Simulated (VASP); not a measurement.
A run of VASP 6.6.1:

INCAR

```
SYSTEM = Bi2TeSe2
PREC = Accurate ; ENCUT = 520
EDIFF = 1E-6 ; ISMEAR = 0
SIGMA = 0.05 ; LREAL = .False.
LASPH = .True. ; NELM = 60
ALGO = Normal ; ISIF = 2
LWAVE = .False. ; LCHARG = .False.
GGA = PS ; NBANDS = 32
LUSENCCL = .False.
```

The input KPOINTS:

```
Automatic mesh
0
Gamma
  12 12 12
  0 0 0
```

Contents of POSCAR:

```
Bi2TeSe2
1.0
    2.0287562046      1.1713029409     10.0036999000
   -2.0287562046      1.1713029409     10.0036999000
    0.0000000000     -2.3426058817     10.0036999000
Bi Te Se
2 1 2
Direct
    0.3980600000      0.3980600000      0.3980600000
    0.6019400000      0.6019400000      0.6019400000
    0.0000000000      0.0000000000      0.0000000000
    0.2116000000      0.2116000000      0.2116000000
    0.7884000000      0.7884000000      0.7884000000
```

Potentials or basis: VASP PAW PBE potentials, release 64 (Bi_d, Te, Se).

Launch:

```bash
$ cat potpaw_PBE.64/Bi_d/POTCAR potpaw_PBE.64/Te/POTCAR potpaw_PBE.64/Se/POTCAR > POTCAR
$ mpirun -np 1 vasp_std > vasp.out
```

Hardware: 1 × NVIDIA H100 80GB with 1 thread of AMD EPYC 7R13 Processor (Zen 3) (shared host).

Estimate the wall time of this run.

It took 9.2 min on 1 × NVIDIA H100 80GB with 1 thread of AMD EPYC 7R13 Processor (Zen 3), with other jobs on the host, peak memory 2.3 GiB. Counts: scf iterations 14, k points 189.
